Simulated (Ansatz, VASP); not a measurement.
## One calculation of Ti, two programs

```
Ti
1.0
    -1.64100    1.82561    1.64100
     1.64100   -1.82561    1.64100
     1.64100    1.82561   -1.64100
Ti
1
Direct
  0.00000 0.00000 0.00000
```

Change from the starting cell: strain +0.1125 x Voigt [0, 1, 0, 0, 0, 0], atoms carried along.

Alike in both runs: task single point; functional r2SCAN; k mesh 20 × 20 × 20; occupations gaussian, width 0.15 eV; no spin polarisation.

```csv
,VASP,Ansatz
version,VASP 6.6.1,Ansatz 0.2.0
potentials or method,"VASP PAW PBE potentials, release 64 (Ti_sv), cutoff 520 eV","scalar-relativistic, plane waves, PAW"
valence electrons in the cell,12,12
```

Ansatz gave:

| Item | Value |
| --- | --- |
| gap on the k mesh at the Fermi level (eV) | none |
| pressure (GPa) | -11.6 |
| traceless stress, the component that is largest in VASP (GPa) | 2.37 |

Q: Which values does VASP return?

A: gap on the k mesh at the Fermi level (eV): none; pressure (GPa): -11.3; traceless stress, the component that is largest in VASP (GPa): 2.40.

VASP's potentials were made for PBE, not for r2SCAN. A gap of «none» marks a metal or a gap that the smearing closes.
